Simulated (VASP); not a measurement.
Here is a VASP 6.6.1 calculation.

File INCAR:

```
PREC = Accurate
ENCUT = 520
EDIFF = 1E-6
ISMEAR = 0
SIGMA = 0.05
LREAL = F
LASPH = T
NELM = 150
ALGO = Normal
ISIF = 2
LWAVE = F
LCHARG = F
LNONCOLLINEAR = T
MAGMOM = 0 0 0 0 0 0
LORBIT = 11
LSORBIT = T
GGA_COMPAT = F
LORBMOM = T
LMAXMIX = 4
GGA = PE
NBANDS = 30
```

KPOINTS

```
regular mesh
0
Gamma
  14 14 12
```

The input POSCAR:

```
WC
1.0
    2.9626640619      0.0000000000      0.0000000000
   -1.4813320310      2.5657423404      0.0000000000
    0.0000000000      0.0000000000      2.8777086072
W C
1 1
Direct
    0.0000000000      0.0000000000      0.0000000000
    0.6666666667      0.3333333333      0.5000000000
```

Potentials or basis: VASP PAW PBE potentials, release 64 (W_sv, C).

Launch:

```bash
$ cat potpaw_PBE.64/W_sv/POTCAR potpaw_PBE.64/C/POTCAR > POTCAR
$ mpirun -np 1 vasp_ncl > vasp.out
```

Q: Estimate the pressure.

A: -11.9 GPa.

Q: Estimate the net moment.

A: 0.00 μB per cell.

Moments on the atoms (μB; x, y, z):
```
W   0.00 0.00 0.00
C   0.00 0.00 0.00
```

Caveat: the cell stands under tension.
